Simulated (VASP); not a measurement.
# Be8Se7 (a cell with a defect) in VASP: relaxation of the atoms with PBE

Aim: the relaxation of the atoms of Be8Se7 (a cell with a defect) with PBE.

All numbers are computed with VASP 6.6.1; they aren't measurements. Logs are shortened: lines on timing, memory, paths and dates and some standing lists are left out, and cuts for length are marked.

## (1) The cell of the first run

The cell holds a defect, 15 atoms: a = 7.322 Å, b = 7.322 Å, c = 7.322 Å, α = 60.00°, β = 60.00°, γ = 60.00°.

## (2) Relaxation of the atoms, PBE (atoms taken out)

INCAR

```
SYSTEM = Be8Se7
ALGO = Normal
EDIFF = 1E-7
EDIFFG = -0.02
ENCUT = 520
GGA = PE
GGA_COMPAT = .FALSE.
IBRION = 2
ISIF = 2
ISMEAR = 0
LASPH = .TRUE.
LCHARG = .FALSE.
LREAL = .FALSE.
LWAVE = .FALSE.
NELECT = 56.0
NELM = 120
NELMIN = 4
NSW = 70
PREC = Accurate
SIGMA = 0.05
```

KPOINTS

```
k-points
0
G
  4 4 4
  0 0 0
```

POSCAR

```
Be8Se7
1.0
    0.0000000000      5.1776691797     -5.1776691797
    5.1776691797      5.1776691797      0.0000000000
    5.1776691797      0.0000000000     -5.1776691797
Be Se
8 7
Direct
    0.0000000000      0.0000000000      0.5000000000
    0.0000000000      0.5000000000      0.5000000000
    0.5000000000      0.0000000000      0.5000000000
    0.5000000000      0.5000000000      0.5000000000
    0.0000000000      0.0000000000      1.0000000000
    0.0000000000      0.5000000000      1.0000000000
    0.5000000000      0.0000000000      1.0000000000
    0.5000000000      0.5000000000      1.0000000000
    0.1250000000      0.6250000000      0.1250000000
    0.6250000000      0.1250000000      0.1250000000
    0.6250000000      0.6250000000      0.1250000000
    0.1250000000      0.1250000000      0.6250000000
    0.1250000000      0.6250000000      0.6250000000
    0.6250000000      0.1250000000      0.6250000000
    0.6250000000      0.6250000000      0.6250000000
```

Potentials or basis: VASP PAW PBE potentials, release 64 (Be, Se).

The run is started by

```
$ cat potpaw_PBE.64/Be/POTCAR potpaw_PBE.64/Se/POTCAR > POTCAR
$ mpirun -np 1 vasp_std > vasp.out
```

OUTCAR:

```text
SYSTEM = Be8Se7
   EDIFF = 1E-7
   EDIFFG = -0.02
   ENCUT = 520
   GGA = PE
   IBRION = 2
   ISIF = 2
   ISMEAR = 0
   LASPH = .TRUE.
   LREAL = .FALSE.
   NELECT = 56.0
   NELM = 120
   NELMIN = 4
   NSW = 70
   PREC = Accurate

 ion  position               nearest neighbor table
   1  0.000  0.000  0.500-  12 2.24  13 2.24  14 2.24
   2  0.000  0.500  0.500-   9 2.24  12 2.24  13 2.24  15 2.24
   3  0.500  0.000  0.500-  10 2.24  12 2.24  14 2.24  15 2.24
   4  0.500  0.500  0.500-  11 2.24  13 2.24  14 2.24  15 2.24
   5  0.000  0.000  0.000-   9 2.24  10 2.24  12 2.24
   6  0.000  0.500  0.000-   9 2.24  11 2.24  13 2.24
   7  0.500  0.000  0.000-  10 2.24  11 2.24  14 2.24
   8  0.500  0.500  0.000-   9 2.24  10 2.24  11 2.24  15 2.24
   9  0.125  0.625  0.125-   2 2.24   5 2.24   6 2.24   8 2.24
  10  0.625  0.125  0.125-   3 2.24   5 2.24   7 2.24   8 2.24
  11  0.625  0.625  0.125-   4 2.24   6 2.24   7 2.24   8 2.24
  12  0.125  0.125  0.625-   1 2.24   2 2.24   3 2.24   5 2.24
  13  0.125  0.625  0.625-   1 2.24   2 2.24   4 2.24   6 2.24
  14  0.625  0.125  0.625-   1 2.24   3 2.24   4 2.24   7 2.24
  15  0.625  0.625  0.625-   2 2.24   3 2.24   4 2.24   8 2.24

  LATTYP: Found a face centered cubic cell.
 ALAT       =    10.3553383594

  Lattice vectors:

 A1 = (   0.0000000000,   5.1776691797,  -5.1776691797)
 A2 = (   5.1776691797,   5.1776691797,   0.0000000000)
 A3 = (   5.1776691797,   0.0000000000,  -5.1776691797)

Analysis of symmetry for initial positions (statically):
=====================================================================
 Subroutine PRICEL returns:
 Original cell was already a primitive cell.

 Routine SETGRP: Setting up the symmetry group for a
 face centered cubic supercell.

 Subroutine GETGRP returns: Found 24 space group operations
 (whereof  6 operations were pure point group operations)
 out of a pool of 48 trial point group operations.

The static configuration has the point symmetry C_3v.
 The point group associated with its full space group is T_d .

Analysis of symmetry for dynamics (positions and initial velocities):
=====================================================================
 Subroutine PRICEL returns:
 Original cell was already a primitive cell.

 Routine SETGRP: Setting up the symmetry group for a
 face centered cubic supercell.

 Subroutine GETGRP returns: Found 24 space group operations
 (whereof  6 operations were pure point group operations)
[... 100 lines left out ...]
   NGX,Y,Z   is equivalent  to a cutoff of  12.26, 12.26, 12.26 a.u.
   NGXF,Y,Z  is equivalent  to a cutoff of  24.52, 24.52, 24.52 a.u.
 SYSTEM =  Be8Se7
   PREC   = accura    normal or accurate (medium, high low for compatibility)
   ISTART =      0    job   : 0-new  1-cont  2-samecut
   ICHARG =      2    charge: 1-file 2-atom 10-const
   ISPIN  =      1    spin polarized calculation?
   LNONCOLLINEAR =      F non collinear calculations
   LSORBIT =      F    spin-orbit coupling
   LASPH  =      T    aspherical Exc in radial PAW
   ENCUT  =  520.0 eV  38.22 Ry    6.18 a.u.  13.61 13.61 13.61*2*pi/ulx,y,z
   NELM   =    120;   NELMIN=  4; NELMDL= -5     # of ELM steps
   EDIFF  = 0.1E-06   stopping-criterion for ELM
   LREAL  =      F    real-space projection
   EDIFFG = -.2E-01   stopping-criterion for IOM
   NSW    =     70    number of steps for IOM
   IBRION =      2    ionic relax: 0-MD 1-quasi-New 2-CG
   NFREE  =      1    steps in history (QN), initial steepest desc. (CG)
   ISIF   =      2    stress and relaxation
   ISYM   =      2    0-nonsym 1-usesym 2-fastsym
   POTIM  = 0.5000    time-step for ionic-motion
   TEBEG  =    0.0;   TEEND  =   0.0 temperature during run
   PSTRESS=    0.0 pullay stress
   NELECT =      56.0000    total number of electrons
   NUPDOWN=      -1.0000    fix difference up-down
   EMIN   =  10.00;   EMAX   =-10.00  energy-range for DOS
   EFERMI =   0.00;   METHOD = LEGACY
   ISMEAR =     0;   SIGMA  =   0.05  broadening in eV -4-tet -1-fermi 0-gaus
   EFERMI_NEDOS =   21; number of points for ismear=-14 and -15
   IALGO  =     38    algorithm
   IMIX   =      4    mixing-type and parameters
     AMIX     =   0.40;   BMIX     =  1.00
     AMIX_MAG =   1.60;   BMIX_MAG =  1.00
  volume/ion in A,a.u.               =      18.51       124.89
  Fermi-wavevector in a.u.,A,eV,Ry     =   0.960122  1.814368 12.542324  0.921835
  Thomas-Fermi vector in A             =   2.089379
   LORBIT       =      0    0 simple, 1 ext, 2 COOP (PROOUT), +10 PAW based schemes
   GGA     = PE    functional components
   LHFCALC =     F    Hartree Fock is set to
   AEXX    =    0.0000 exact exchange contribution
   IVDW    =     0    specifies the selected vdW correction
   LEPSILON=     F    determine dielectric tensor
   LRPA    =     F    only Hartree local field effects (RPA)
 conjugate gradient relaxation of ions
 non-spin polarized calculation
 Gauss-broadening in eV      SIGMA  =   0.05
  energy-cutoff  :      520.00
  volume of cell :      277.61
 maximum number of plane-waves:      7523
   NGX = 27   NGY = 27   NGZ = 27

--------------------------------------- Ionic step        1  -------------------------------------------

 number of electron      56.0000000 magnetization

 Free energy of the ion-electron system (eV)
  ---------------------------------------------------
  ext. energy  EPLUGINS =         0.00000000
  ---------------------------------------------------
  free energy    TOTEN  =       -68.74559127 eV

  energy without entropy =      -68.73639778  energy(sigma->0) =      -68.74099452

------------------------ aborting loop because EDIFF is reached ----------------------------------------

  FORCE on cell =-STRESS in cart. coord.  units (eV):
  Direction    XX          YY          ZZ          XY          YZ          ZX
  --------------------------------------------------------------------------------------
  -------------------------------------------------------------------------------------
  Total      -17.5801869    -17.5801869    -17.5801869      0.0000000      0.0000000      0.0000000
  in kB     -101.4614770   -101.4614770   -101.4614770      0.0000000      0.0000000      0.0000000
  external PRESSURE =    -101.4614770 kB  Pullay stress =       0.0000000 kB
[... 330 lines left out ...]
--------------------------------------- Ionic step        8  -------------------------------------------

 number of electron      56.0000001 magnetization

 Free energy of the ion-electron system (eV)
  ---------------------------------------------------
  ext. energy  EPLUGINS =         0.00000000
  ---------------------------------------------------
  free energy    TOTEN  =       -70.68187776 eV

  energy without entropy =      -70.68187776  energy(sigma->0) =      -70.68187776

 E-fermi :   2.3745     XC(G=0):  -8.6175

 val. band max:        2.1254925449   @ k =   0.0000   0.0000   0.0000
 cond. band min:       3.0540941444   @ k =   0.0000   0.0000   0.0000
 fundamental gap:      0.9286015994
 Fermi energy:         2.3745353890

 k-point     1 :       0.0000    0.0000    0.0000
  band No.  band energies     occupation
      1     -11.0310      2.00000
      2      -9.9522      2.00000
      3      -9.9522      2.00000
      4      -9.9522      2.00000
      5      -9.5152      2.00000
      6      -9.5152      2.00000
[... 343 lines left out ...]
  FREE ENERGIE OF THE ION-ELECTRON SYSTEM (eV)
  ---------------------------------------------------
  free  energy   TOTEN  =       -70.6818777615 eV

  energy  without entropy=      -70.6818777615  energy(sigma->0) =      -70.68187776

 reached required accuracy - stopping structural energy minimisation
```

OSZICAR:

```text
N       E                     dE             d eps       ncg     rms          rms(c)
DAV:   1     0.242752026309E+03    0.24275E+03   -0.22360E+04   576   0.130E+03
DAV:   2    -0.442979114853E+02   -0.28705E+03   -0.27949E+03   776   0.204E+02
DAV:   3    -0.696494044661E+02   -0.25351E+02   -0.25251E+02   688   0.690E+01
[... 88 lines left out ...]
DAV:   1    -0.706818536115E+02   -0.98607E-04   -0.46053E-03   576   0.294E-01    0.227E-02
DAV:   2    -0.706818706009E+02   -0.16989E-04   -0.11490E-04   716   0.448E-02    0.110E-02
DAV:   3    -0.706818750932E+02   -0.44923E-05   -0.40747E-06   692   0.959E-03    0.624E-03
DAV:   4    -0.706818776707E+02   -0.25774E-05   -0.38360E-06   640   0.906E-03    0.160E-03
DAV:   5    -0.706818777615E+02   -0.90852E-07   -0.40231E-07   688   0.293E-03
   8 F= -.70681878E+02 E0= -.70681878E+02  d E =-.901072E-03
```

CONTCAR:

```text
Be8Se7
   1.00000000000000
     0.0000000000000000    5.1776691796999996   -5.1776691796999996
     5.1776691796999996    5.1776691796999996    0.0000000000000000
     5.1776691796999996    0.0000000000000000   -5.1776691796999996
  Be              Se
     8     7
Direct
     0.9768819716486196    0.9768819716486196    0.5693540850541412
[... 19 lines left out ...]
  0.00000000E+00  0.00000000E+00  0.00000000E+00
  0.00000000E+00  0.00000000E+00  0.00000000E+00
  0.00000000E+00  0.00000000E+00  0.00000000E+00
  0.00000000E+00  0.00000000E+00  0.00000000E+00
  0.00000000E+00  0.00000000E+00  0.00000000E+00
  0.00000000E+00  0.00000000E+00  0.00000000E+00
  0.00000000E+00  0.00000000E+00  0.00000000E+00
  0.00000000E+00  0.00000000E+00  0.00000000E+00
  0.00000000E+00  0.00000000E+00  0.00000000E+00
  0.00000000E+00  0.00000000E+00  0.00000000E+00
  0.00000000E+00  0.00000000E+00  0.00000000E+00
```

Run time: 5.8 min. Hardware: 1 thread of Intel Xeon 6975P-C (Granite Rapids), shared host; peak memory 0.44 GiB.

What came out:

- Free energy: -70.6819 eV
- Energy gained by relaxing: 129.1 meV/atom
- Ionic steps: 8
- Largest force after relaxing: 0.013 eV/Å

Forces on the atoms (eV/Å):
```
Be  -0.002  0.002  0.002
Be  -0.008  0.008 -0.008
Be   0.008  0.008  0.008
Be  -0.008 -0.008  0.008
Be   0.002  0.002 -0.002
Be  -0.002 -0.002 -0.002
Be   0.002 -0.002  0.002
Be   0.008 -0.008 -0.008
Se   0.000  0.000  0.011
Se  -0.011  0.000  0.000
Se   0.000  0.011  0.000
Se   0.000 -0.011  0.000
Se   0.011  0.000  0.000
Se   0.000  0.000 -0.011
Se   0.000  0.000  0.000
```

Step by step:
```
step  energy change (eV)  largest force (eV/Å)  pressure (GPa)
   1              0.0000                1.8197          -10.15
   2             -0.6666                1.7537           -9.09
   3             -1.8396                0.4130           -7.31
   4             -1.8622                0.5196           -7.12
   5             -1.9289                0.1428           -6.53
   6             -1.9354                0.0506           -6.69
   7             -1.9362                0.0217           -6.72
   8             -1.9363                0.0135           -6.73
```

Final structure:
```
Be Se
1.0
     0.00000    5.17767   -5.17767
     5.17767    5.17767    0.00000
     5.17767    0.00000   -5.17767
Be Se
8 7
Direct
  0.97688 0.97688 0.56935
  0.98820 0.50393 0.50393
  0.50393 0.98820 0.50393
  0.50393 0.50393 0.50393
  0.97688 0.97688 0.97688
  0.97688 0.56935 0.97688
  0.56935 0.97688 0.97688
  0.50393 0.50393 0.98820
  0.12914 0.62086 0.12914
  0.62086 0.12914 0.12914
  0.62086 0.62086 0.12914
  0.12914 0.12914 0.62086
  0.12914 0.62086 0.62086
  0.62086 0.12914 0.62086
  0.62500 0.62500 0.62500
```

Caveat: the cell carries a net charge on a neutralising background, which shifts energy and pressure; the cell differs from its parent crystal (atoms taken out); the cell is charged against a uniform background, so pressure and absolute levels hang on convention.
